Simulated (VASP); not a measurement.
# ZnS (P6_3mc) in VASP: further runs

The runs below take ZnS through single point, with r2SCAN.

Program: VASP 6.6.1. These are calculated values, not measurements. Logs are shortened: lines on timing, memory, paths and dates and some standing lists are left out, and cuts for length are marked.

## Step 1: The cell of the first run

It takes space group P6_3mc (No. 186, hexagonal). The conventional cell has a = 3.807 Å, b = 3.807 Å, c = 6.277 Å, α = 90.00°, β = 90.00°, γ = 120.00°. Zn (site symmetry 3m) has 4 S at 2.34 to 2.35 Å within 3.1 Å. S (site symmetry 3m) has 4 Zn at 2.34 to 2.35 Å within 3.1 Å.

## Step 2: Single point, r2SCAN (strain +0.0050 x Voigt [0, 0, 1, 0, 0, 0])

Input file POSCAR:

```
ZnS
1.0
    3.8067217484      0.0000000000      0.0000000000
   -1.9033608742      3.2967177392      0.0000000000
    0.0000000000      0.0000000000      6.2769638277
Zn S
2 2
Direct
    0.3333333333      0.6666666667      0.0053880718
    0.6666666667      0.3333333333      0.5053880718
    0.3333333333      0.6666666667      0.3796119282
    0.6666666667      0.3333333333      0.8796119282
```

Input file INCAR.step1:

```
  PREC = Accurate
  ENCUT = 520
  ISMEAR = 0
  SIGMA = 0.05
  LREAL = False
  LASPH = True
  NELM = 80
  NBANDS = 26
  GGA = PE
  ALGO = Normal
  EDIFF = 1E-4
  LWAVE = True
  LCHARG = False
```

Input file INCAR.step2:

```
  PREC = Accurate
  ENCUT = 520
  EDIFF = 1E-7
  ISMEAR = 0
  SIGMA = 0.05
  LREAL = False
  LASPH = True
  NELM = 80
  ALGO = Normal
  ISIF = 2
  LWAVE = False
  LCHARG = True
  METAGGA = R2SCAN
  LMIXTAU = True
  LELF = True
  LVHAR = True
  NBANDS = 26
  ISTART = 1
```

Input file KPOINTS:

```
Automatic mesh
0
Gamma
  6 6 4
```

Potentials or basis: VASP PAW PBE potentials, release 64 (Zn, S).

Command:

```
$ cat potpaw_PBE.64/Zn/POTCAR potpaw_PBE.64/S/POTCAR > POTCAR
$ cp INCAR.step1 INCAR
$ mpirun -np 1 vasp_std > vasp.out
$ cp INCAR.step2 INCAR
$ mpirun -np 1 vasp_std > vasp.out
```

OUTCAR:

```text
PREC = Accurate
   ENCUT = 520
   EDIFF = 1E-7
   ISMEAR = 0
   LREAL = False
   LASPH = True
   NELM = 80
   ISIF = 2
   METAGGA = R2SCAN
   ISTART = 1

 ion  position               nearest neighbor table
   1  0.333  0.667  0.005-   4 2.34   4 2.34   4 2.34   3 2.35
   2  0.667  0.333  0.505-   3 2.34   3 2.34   3 2.34   4 2.35
   3  0.333  0.667  0.380-   2 2.34   2 2.34   2 2.34   1 2.35
   4  0.667  0.333  0.880-   1 2.34   1 2.34   1 2.34   2 2.35

  LATTYP: Found a hexagonal cell.
 ALAT       =     3.8067217484
 C/A-ratio  =     1.6489158501

  Lattice vectors:

 A1 = (   3.8067217484,   0.0000000000,   0.0000000000)
 A2 = (  -1.9033608742,   3.2967177392,   0.0000000000)
 A3 = (   0.0000000000,   0.0000000000,   6.2769638277)

Analysis of symmetry for initial positions (statically):
=====================================================================
 Subroutine PRICEL returns:
 Original cell was already a primitive cell.

 Routine SETGRP: Setting up the symmetry group for a
 hexagonal supercell.

 Subroutine GETGRP returns: Found 12 space group operations
 (whereof  6 operations were pure point group operations)
 out of a pool of 24 trial point group operations.

The static configuration has the point symmetry C_3v.
 The point group associated with its full space group is C_6v.

Analysis of symmetry for dynamics (positions and initial velocities):
=====================================================================
 Subroutine PRICEL returns:
 Original cell was already a primitive cell.

 Routine SETGRP: Setting up the symmetry group for a
 hexagonal supercell.

 Subroutine GETGRP returns: Found 12 space group operations
 (whereof  6 operations were pure point group operations)
 out of a pool of 24 trial point group operations.

The dynamic configuration has the point symmetry C_3v.
 The point group associated with its full space group is C_6v.

 Subroutine INISYM returns: Found 12 space group operations
 (whereof  6 operations are pure point group operations),
 and found     1 'primitive' translations

----------------------------------------------------------------------------------------

                                     Primitive cell

  volume of cell :      78.7739

  direct lattice vectors                    reciprocal lattice vectors
     3.806721748  0.000000000  0.000000000     0.262693222  0.151666002  0.000000000
    -1.903360874  3.296717739  0.000000000     0.000000000  0.303332004  0.000000000
     0.000000000  0.000000000  6.276963828     0.000000000  0.000000000  0.159312691

  length of vectors
     3.806721748  3.806721748  6.276963828     0.303332004  0.303332004  0.159312691

  position of ions in fractional coordinates (direct lattice)
     0.333333333  0.666666667  0.005388072
     0.666666667  0.333333333  0.505388072
     0.333333333  0.666666667  0.379611928
     0.666666667  0.333333333  0.879611928

  ion indices of the primitive-cell ions
   primitive index   ion index
                 1           1
                 2           2
                 3           3
                 4           4

----------------------------------------------------------------------------------------

 KPOINTS: Automatic mesh

Automatic generation of k-mesh.
 Grid dimensions read from file:
 generate k-points for:    6    6    4

 Generating k-lattice:

  Cartesian coordinates                     Fractional coordinates (reciprocal lattice)
     0.043782204  0.025277667  0.000000000     0.166666667  0.000000000  0.000000000
     0.000000000  0.050555334  0.000000000     0.000000000  0.166666667  0.000000000
     0.000000000  0.000000000  0.039828173     0.000000000  0.000000000  0.250000000

  Length of vectors
     0.050555334  0.050555334  0.039828173

  Shift w.r.t. Gamma in fractional coordinates (k-lattice)
     0.000000000  0.000000000  0.000000000

 Subroutine IBZKPT returns following result:
 ===========================================

 Found     21 irreducible k-points:

 Following reciprocal coordinates:
            Coordinates               Weight
  0.000000  0.000000  0.000000      1.000000
  0.166667  0.000000  0.000000      6.000000
  0.333333  0.000000  0.000000      6.000000
  0.500000  0.000000  0.000000      3.000000
  0.166667  0.166667  0.000000      6.000000
  0.333333  0.166667  0.000000     12.000000
[... 13 lines left out ...]
  0.333333  0.166667  0.500000     12.000000
  0.333333  0.333333  0.500000      2.000000
   k-points           NKPTS =     21   k-points in BZ     NKDIM =     21   number of bands    NBANDS=     26
   number of dos      NEDOS =    301   number of ions     NIONS =      4
   total plane-waves  NPLWV =  37632
   dimension x,y,z NGX =    28 NGY =   28 NGZ =   48
   dimension x,y,z NGXF=    56 NGYF=   56 NGZF=   96
   ions per type =               2   2
   NGX,Y,Z   is equivalent  to a cutoff of  12.23, 12.23, 12.71 a.u.
   NGXF,Y,Z  is equivalent  to a cutoff of  24.46, 24.46, 25.43 a.u.
 SYSTEM =  unknown system
   PREC   = accura    normal or accurate (medium, high low for compatibility)
   ISTART =      1    job   : 0-new  1-cont  2-samecut
   ICHARG =      0    charge: 1-file 2-atom 10-const
   ISPIN  =      1    spin polarized calculation?
   LNONCOLLINEAR =      F non collinear calculations
   LSORBIT =      F    spin-orbit coupling
   LASPH  =      T    aspherical Exc in radial PAW
   ENCUT  =  520.0 eV  38.22 Ry    6.18 a.u.   7.08  7.08 11.67*2*pi/ulx,y,z
   NELM   =     80;   NELMIN=  2; NELMDL=  0     # of ELM steps
   EDIFF  = 0.1E-06   stopping-criterion for ELM
   LREAL  =      F    real-space projection
   EDIFFG = 0.1E-05   stopping-criterion for IOM
   NSW    =      0    number of steps for IOM
   IBRION =     -1    ionic relax: 0-MD 1-quasi-New 2-CG
   NFREE  =      0    steps in history (QN), initial steepest desc. (CG)
   ISIF   =      2    stress and relaxation
   ISYM   =      2    0-nonsym 1-usesym 2-fastsym
   POTIM  = 0.5000    time-step for ionic-motion
   TEBEG  =    0.0;   TEEND  =   0.0 temperature during run
   PSTRESS=    0.0 pullay stress
   NELECT =      36.0000    total number of electrons
   NUPDOWN=      -1.0000    fix difference up-down
   EMIN   =  10.00;   EMAX   =-10.00  energy-range for DOS
   EFERMI =   0.00;   METHOD = LEGACY
   ISMEAR =     0;   SIGMA  =   0.05  broadening in eV -4-tet -1-fermi 0-gaus
   EFERMI_NEDOS =   21; number of points for ismear=-14 and -15
   IALGO  =     38    algorithm
   IMIX   =      4    mixing-type and parameters
     AMIX     =   0.40;   BMIX     =  1.00
     AMIX_MAG =   1.60;   BMIX_MAG =  1.00
  volume/ion in A,a.u.               =      19.69       132.90
  Fermi-wavevector in a.u.,A,eV,Ry     =   1.260999  2.382943 21.634883  1.590119
  Thomas-Fermi vector in A             =   2.394481
   LORBIT       =      0    0 simple, 1 ext, 2 COOP (PROOUT), +10 PAW based schemes
   METAGGA = R2SCAN    functional components
   LHFCALC =     F    Hartree Fock is set to
   AEXX    =    0.0000 exact exchange contribution
   IVDW    =     0    specifies the selected vdW correction
   LEPSILON=     F    determine dielectric tensor
   LRPA    =     F    only Hartree local field effects (RPA)
 non-spin polarized calculation
 Gauss-broadening in eV      SIGMA  =   0.05
  energy-cutoff  :      520.00
  volume of cell :       78.77
 maximum number of plane-waves:      2136
   NGX = 15   NGY = 15   NGZ = 23

 number of electron      35.9999985 magnetization

 Free energy of the ion-electron system (eV)
  ---------------------------------------------------
  ext. energy  EPLUGINS =         0.00000000
  ---------------------------------------------------
  free energy    TOTEN  =       -37.72001432 eV

  energy without entropy =      -37.72001432  energy(sigma->0) =      -37.72001432

 E-fermi :   2.0827     XC(G=0): -10.2856

 val. band max:        1.8743137377   @ k =   0.0000   0.0000   0.0000
 cond. band min:       4.6230861395   @ k =   0.0000   0.0000   0.0000
 fundamental gap:      2.7487724017
 Fermi energy:         2.0826795713

 k-point     1 :       0.0000    0.0000    0.0000
  band No.  band energies     occupation
      1     -11.8455      2.00000
      2     -10.9065      2.00000
      3      -4.6442      2.00000
      4      -4.6335      2.00000
      5      -4.6335      2.00000
      6      -4.5447      2.00000
[... 18 lines left out ...]
     25      10.1107      0.00000
     26      11.6709      0.00000

 k-point     2 :       0.1667    0.0000    0.0000
  band No.  band energies     occupation
      1     -11.6579      2.00000
      2     -10.8032      2.00000
      3      -4.6429      2.00000
      4      -4.6057      2.00000
      5      -4.5971      2.00000
      6      -4.5176      2.00000
[... 18 lines left out ...]
     25      10.6062      0.00000
     26      10.9557      0.00000

 k-point     3 :       0.3333    0.0000    0.0000
  band No.  band energies     occupation
      1     -11.2091      2.00000
      2     -10.6173      2.00000
      3      -4.6239      2.00000
      4      -4.5385      2.00000
      5      -4.5381      2.00000
      6      -4.3835      2.00000
[... 18 lines left out ...]
     25      11.0319      0.00000
     26      12.2802      0.00000

 k-point     4 :       0.5000    0.0000    0.0000
  band No.  band energies     occupation
      1     -10.9009      2.00000
      2     -10.5761      2.00000
      3      -4.6079      2.00000
      4      -4.5186      2.00000
      5      -4.3774      2.00000
      6      -4.3564      2.00000
[... 18 lines left out ...]
     25      11.4479      0.00000
     26      14.0855      0.00000
[... 409 lines left out ...]
      1     -11.0108      2.00000
      2     -11.0108      2.00000
      3      -4.6013      2.00000
      4      -4.6013      2.00000
      5      -4.4991      2.00000
      6      -4.4991      2.00000
[... 18 lines left out ...]
     25      10.8089      0.00000
     26      10.8089      0.00000

 k-point    20 :       0.3333    0.1667    0.5000
  band No.  band energies     occupation
      1     -10.7347      2.00000
      2     -10.7347      2.00000
      3      -4.5574      2.00000
      4      -4.5574      2.00000
      5      -4.4301      2.00000
      6      -4.4301      2.00000
[... 18 lines left out ...]
     25      11.5870      0.00000
     26      11.5870      0.00000

 k-point    21 :       0.3333    0.3333    0.5000
  band No.  band energies     occupation
      1     -10.6401      2.00000
      2     -10.6401      2.00000
      3      -4.4820      2.00000
      4      -4.4820      2.00000
      5      -4.4587      2.00000
      6      -4.4587      2.00000
[... 18 lines left out ...]
     25      12.1198      0.00000
     26      12.1198      0.00000

------------------------ aborting loop because EDIFF is reached ----------------------------------------

  FORCE on cell =-STRESS in cart. coord.  units (eV):
  Direction    XX          YY          ZZ          XY          YZ          ZX
  --------------------------------------------------------------------------------------
  -------------------------------------------------------------------------------------
  Total       -0.0541650     -0.0541650     -0.4328260      0.0000000     -0.0000000      0.0000000
  in kB       -1.1016583     -1.1016583     -8.8032175      0.0000000     -0.0000000      0.0000000
  external PRESSURE =      -3.6688447 kB  Pullay stress =       0.0000000 kB

 VOLUME and BASIS-vectors are now :
 -----------------------------------------------------------------------------
  energy-cutoff  :      520.00
  volume of cell :       78.77
      direct lattice vectors                 reciprocal lattice vectors
     3.806721748  0.000000000  0.000000000     0.262693222  0.151666002  0.000000000
    -1.903360874  3.296717739  0.000000000     0.000000000  0.303332004  0.000000000
     0.000000000  0.000000000  6.276963828     0.000000000  0.000000000  0.159312691

 POSITION                                       TOTAL-FORCE (eV/Angst)
 -----------------------------------------------------------------------------------
     -0.00000      2.19781      0.03382        -0.000000     -0.000000      0.036220
      1.90336      1.09891      3.17230         0.000000      0.000000      0.036220
     -0.00000      2.19781      2.38281         0.000000      0.000000     -0.036220
      1.90336      1.09891      5.52129         0.000000      0.000000     -0.036220
 -----------------------------------------------------------------------------------
    total drift:                               -0.000000      0.000000      0.030903

  FREE ENERGIE OF THE ION-ELECTRON SYSTEM (eV)
  ---------------------------------------------------
  free  energy   TOTEN  =       -37.7200143200 eV

  energy  without entropy=      -37.7200143200  energy(sigma->0) =      -37.72001432
```

It took 4 min on 1 thread of AMD EPYC 7R43 (Zen 3), shared host; peak memory 0.17 GiB.

Results:

```yaml
Free_energy: -37.7200 eV
Pressure: -0.4 GPa
Largest_force: 0.036 eV/Å
Band_gap_on_the_k_mesh: 2.75 eV, direct
```

Forces on the atoms (eV/Å):
```
Zn   0.000  0.000  0.036
Zn   0.000  0.000  0.036
S    0.000  0.000 -0.036
S    0.000  0.000 -0.036
```

Stress tensor (GPa, compression positive):
```
-0.11  0.00  0.00
 0.00 -0.11  0.00
 0.00  0.00 -0.88
```

Caveat: the cell differs from its parent crystal (strain +0.0050 x Voigt [0, 0, 1, 0, 0, 0]); the PAW data sets were made with another functional, which shifts forces and pressure a little.

## Step 3: Single point, r2SCAN (strain +0.0100 x Voigt [0, 0, 1, 0, 0, 0])

Edit POSCAR of step 2 so:

```diff
@@ -4,3 +4,3 @@
    -1.9033608742      3.2967177392      0.0000000000
-    0.0000000000      0.0000000000      6.2769638277
+    0.0000000000      0.0000000000      6.3081925034
 Zn S
```

Input file INCAR.step1:

```
SYSTEM = ZnS
PREC = Accurate
ENCUT = 520
ISMEAR = 0
SIGMA = 0.05
LREAL = .False.
LASPH = .True.
NELM = 80
NBANDS = 26
GGA = PE
ALGO = Normal
EDIFF = 1E-4
LWAVE = .True.
LCHARG = .False.
```

Input file INCAR.step2:

```
SYSTEM = ZnS
PREC = Accurate
ENCUT = 520
EDIFF = 1E-7
ISMEAR = 0
SIGMA = 0.05
LREAL = .False.
LASPH = .True.
NELM = 80
ALGO = Normal
ISIF = 2
LWAVE = .False.
LCHARG = .False.
METAGGA = R2SCAN
LMIXTAU = .True.
NBANDS = 26
ISTART = 1
```

Input file KPOINTS:

```
Automatic mesh
0
Gamma
  6 6 4
  0 0 0
```

Potentials or basis: VASP PAW PBE potentials, release 64 (Zn, S).

Command:

```
$ cat potpaw_PBE.64/Zn/POTCAR potpaw_PBE.64/S/POTCAR > POTCAR
$ cp INCAR.step1 INCAR
$ mpirun -np 1 vasp_std > vasp.out
$ cp INCAR.step2 INCAR
$ mpirun -np 1 vasp_std > vasp.out
```

Wall time 3.3 min (1 thread of AMD EPYC 7R43 (Zen 3), shared host); peak memory 0.17 GiB.

It converged, with:

* Free energy: -37.7167 eV
* Pressure: -0.7 GPa
* Largest force: 0.065 eV/Å
* Band gap on the k mesh: 2.71 eV, direct

Forces on the atoms (eV/Å):
```
Zn   0.000  0.000  0.065
Zn   0.000  0.000  0.065
S    0.000  0.000 -0.065
S    0.000  0.000 -0.065
```

Stress tensor (GPa, compression positive):
```
-0.25  0.00  0.00
 0.00 -0.25  0.00
 0.00  0.00 -1.72
```

Levels at points of the mesh, in eV from the valence-band top:
| k point | band 15 | band 16 | band 17 | band 18 | band 19 | band 20 | band 21 | band 22 |
| --- | --- | --- | --- | --- | --- | --- | --- | --- |
| (0.00, 0.00, 0.00) | -0.88 | -0.12 | 0.00 | 0.00 | 2.71 | 3.66 | 6.84 | 6.84 |
| (0.50, 0.00, 0.00) | -3.31 | -2.25 | -1.71 | -0.92 | 4.08 | 4.71 | 5.41 | 7.40 |
| (0.00, 0.00, 0.50) | -0.46 | -0.46 | -0.46 | -0.46 | 4.11 | 4.11 | 7.26 | 7.26 |
| (0.50, 0.00, 0.50) | -1.69 | -1.69 | -1.63 | -1.63 | 3.93 | 3.93 | 5.63 | 5.63 |

Caveat: the cell differs from its parent crystal (strain +0.0100 x Voigt [0, 0, 1, 0, 0, 0]); the PAW data sets were made with another functional, which shifts forces and pressure a little.

(Continued in part 2 of 3.)
